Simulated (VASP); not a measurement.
Here is a VASP 6.6.1 calculation.

The input POSCAR:

```
GaP
1.0
    0.0000000000      2.5067095422      2.5067095422
    2.5067095422      0.0000000000      2.5067095422
    2.5067095422      2.5067095422      0.0000000000
Ga P
1 1
Direct
    0.0000000000      0.0000000000      0.0000000000
    0.5000000000      0.5000000000      0.5000000000
```

The input INCAR.step1:

```
PREC = Accurate
ENCUT = 520
ISMEAR = -1
SIGMA = 0.05
LREAL = F
LASPH = T
NELM = 80
NBANDS = 16
GGA = PE
ALGO = Normal
EDIFF = 1E-4
LWAVE = T
LCHARG = F
```

Contents of INCAR.step2:

```
PREC = Accurate
ENCUT = 520
EDIFF = 1E-7
ISMEAR = -1
SIGMA = 0.05
LREAL = F
LASPH = T
NELM = 80
ALGO = Normal
ISIF = 2
LWAVE = F
LCHARG = T
METAGGA = R2SCAN
LMIXTAU = T
LELF = T
LVHAR = T
NBANDS = 16
ISTART = 1
```

File KPOINTS:

```
Automatic mesh
0
Gamma
  14 14 14
```

Potentials or basis: VASP PAW PBE potentials, release 64 (Ga_d, P).

Command:

```console
$ cat potpaw_PBE.64/Ga_d/POTCAR potpaw_PBE.64/P/POTCAR > POTCAR
$ cp INCAR.step1 INCAR
$ mpirun -np 1 vasp_std > vasp.out
$ cp INCAR.step2 INCAR
$ mpirun -np 1 vasp_std > vasp.out
```

Q: Estimate the band gap on the k mesh.

A: Zero (band 9 reaches 7.87 eV, above the bottom of band 10 at 4.32 eV).

Q: What does it give for the pressure?

A: 6.9 GPa.

Caveat: the PAW data sets were made with another functional, which shifts forces and pressure a little.
